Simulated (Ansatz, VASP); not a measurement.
## Two plane-wave programs on Na

File INCAR:

```
SYSTEM = Na
PREC = Accurate
ENCUT = 520
EDIFF = 1E-6
ISMEAR = -1
SIGMA = 0.05
LREAL = .False.
LASPH = .True.
NELM = 60
ALGO = Fast
ISIF = 2
LWAVE = .False.
LCHARG = .True.
GGA = PE
LELF = .True.
LVHAR = .True.
NBANDS = 18
```

Contents of KPOINTS:

```
regular mesh
0
Gamma
  8 8 3
  0 0 0
```

The input POSCAR:

```
Na
1.0
    3.1966520447     -1.8565520294      0.0000000000
    3.1966520447      1.8565520294      0.0000000000
   -2.1744518352      0.0000000000      9.3648511597
Na
3
Direct
    0.7748830000      0.7758230000      0.3328070000
    0.2185740000      0.2334100000      0.6695780000
   -0.0020640000     -0.0023630000     -0.0007240000
```

The input input.yaml:

```yaml
crystal:
  lattice:
    - [3.1966520447, -1.8565520294, 0.0]
    - [3.1966520447, 1.8565520294, 0.0]
    - [-2.1744518352, 0.0, 9.3648511597]
  atoms:
    - { symbol: Na, position: [0.774883, 0.775823, 0.332807] }
    - { symbol: Na, position: [0.218574, 0.23341, 0.669578] }
    - { symbol: Na, position: [-0.002064, -0.002363, -0.000724] }
hamiltonian:
  xc: pbe
  pseudopotentials: { kind: paw }
kpoints:
  mp_grid: { grid: [8, 8, 3] }
scf:
  occupations: { method: fermi_dirac, width: 0.05 }
output:
  forces: true
  stress: true
  eigenvalues: true
```

Change from the starting cell: atoms moved at random, drawn with an rms of 0.05 Å.

Alike in both runs: task single point; functional PBE; k mesh 8 × 8 × 3; occupations fermi-dirac, width 0.05 eV; no spin polarisation.

```csv
,VASP,Ansatz
version,VASP 6.6.1,Ansatz 0.2.0
potentials or method,"VASP PAW PBE potentials, release 64 (Na_pv)",Ansatz PAW
plane-wave cutoff (eV),520,420
valence electrons in the cell,21,27
```

|  | VASP | Ansatz | Ansatz less VASP |
| --- | --- | --- | --- |
| gap on the k mesh at the Fermi level (eV) | none | none | - |
| pressure (GPa) | 0.0 | 0.0 | 0.00 |
| traceless stress, the component that is largest in VASP (GPa) | -0.37 | -0.37 | 0.000 |
| rms of the force components (eV/Å) | 0.009 | 0.008 | -0.0004 |

Atom by atom the forces differ by 0.000 eV/Å (rms over components). A gap of «none» marks a metal or a gap that the smearing closes. VASP's potentials hold 21 valence electrons a cell and Ansatz's 27, so a difference there can come from the potentials and not from the codes.
